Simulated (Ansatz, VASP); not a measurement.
# One calculation of NaF, two programs

```
CELL_PARAMETERS angstrom
0.00000 2.45263 2.08474
2.45263 0.00000 2.08474
2.45263 2.45263 0.00000
ATOMIC_POSITIONS crystal
Na 0.00000 0.00000 0.00000
F 0.50000 0.50000 0.50000
```

Alike in both runs: task single point; functional PBEsol; k mesh 10 × 10 × 10; occupations gaussian, width 0.05 eV; no spin polarisation.

|  | VASP | Ansatz |
| --- | --- | --- |
| version | VASP 6.6.1 | Ansatz 0.2.0 |
| potentials or method | VASP PAW PBE potentials, release 64 (Na_pv, F), cutoff 520 eV | scalar-relativistic, plane waves, PAW |
| valence electrons in the cell | 14 | 16 |

```csv
,VASP,Ansatz,Ansatz less VASP
gap on the k mesh at the Fermi level (eV),6.07,6.10,+0.026
least direct gap on the mesh (eV),6.07,6.10,+0.026
pressure (GPa),3.2,3.1,-0.13
"traceless stress, the component that is largest in VASP (GPa)",12.72,12.14,-0.581
```

VASP's potentials were made for PBE, not for PBEsol. VASP's potentials hold 14 valence electrons a cell and Ansatz's 16, so a difference there can come from the potentials and not from the codes.
